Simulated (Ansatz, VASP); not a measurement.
**One calculation of SnSe2, two programs**

```
CELL_PARAMETERS angstrom
3.81100 0.00000 0.00000
-1.90550 3.30042 0.00000
0.00000 0.00000 6.13600
ATOMIC_POSITIONS crystal
Sn 0.00000 0.00000 0.00000
Se 0.33333 0.66667 0.24900
Se 0.66667 0.33333 0.75100
```

Alike in both runs: task single point; functional PBE; k mesh 12 × 12 × 8; occupations gaussian, width 0.05 eV; no spin polarisation.

```csv
,VASP,Ansatz
version,VASP 6.6.1,Ansatz 0.2.0
potentials or method,"VASP PAW PBE potentials, release 64 (Sn_d, Se), cutoff 520 eV","scalar-relativistic, plane waves, PAW"
valence electrons in the cell,26,46
```

```csv
,VASP,Ansatz,Ansatz less VASP
gap on the k mesh at the Fermi level (eV),0.74,0.75,+0.005
pressure (GPa),5.6,5.5,-0.08
"traceless stress, the component that is largest in VASP (GPa)",1.02,1.01,-0.002
rms of the force components (eV/Å),0.380,0.372,-0.0078
```

Atom by atom the forces differ by 0.008 eV/Å (rms over components). VASP's potentials hold 26 valence electrons a cell and Ansatz's 46, so a difference there can come from the potentials and not from the codes.
